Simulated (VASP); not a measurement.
A run of VASP 6.6.1:

INCAR

```
SYSTEM = Co3HC
PREC = Accurate
ENCUT = 520
EDIFF = 1E-6
ISMEAR = 0
SIGMA = 0.1
LREAL = .FALSE.
LASPH = .TRUE.
NELM = 150
ALGO = Normal
ISIF = 2
LWAVE = .FALSE.
LCHARG = .FALSE.
ISPIN = 2
MAGMOM = 1.94 1.89 1.94 1 0
LORBIT = 11
LMAXMIX = 4
LDIPOL = .TRUE.
IDIPOL = 3
DIPOL = 0.5 0.5 0.497
GGA = PS
NBANDS = 28
```

File KPOINTS:

```
regular mesh
0
G
  12 12 1
  0 0 0
```

Contents of POSCAR:

```
Co3HC
1.0
    2.4564188950      0.0000000000      0.0000000000
   -1.2282094475      2.1273211654      0.0000000000
    0.0000000000      0.0000000000     24.0694710891
Co C H
3 1 1
Direct
    0.6666666667      0.3333333333      0.3531444447
    0.3309558415      0.6690441585      0.4326058937
    0.6622794005      0.3377205995      0.5195200161
    0.3283864797     -0.3283864797      0.5675483011
    0.3286583781     -0.3286583781      0.6133704859
```

Potentials or basis: VASP PAW PBE potentials, release 64 (Co, C, H).

The run is started by

```console
$ cat potpaw_PBE.64/Co/POTCAR potpaw_PBE.64/C/POTCAR potpaw_PBE.64/H/POTCAR > POTCAR
$ mpirun -np 1 vasp_std > vasp.out
```

Hardware: 1 thread of AMD EPYC 7R43 64-Core Processor (Zen 3), on a shared host.

Question: Estimate the wall time of this run.

Answer: Run time: 16 min on 1 thread of AMD EPYC 7R43 64-Core Processor (Zen 3), with other jobs on the host, peak memory 0.39 GiB. Counts: scf iterations 40, k points 43.
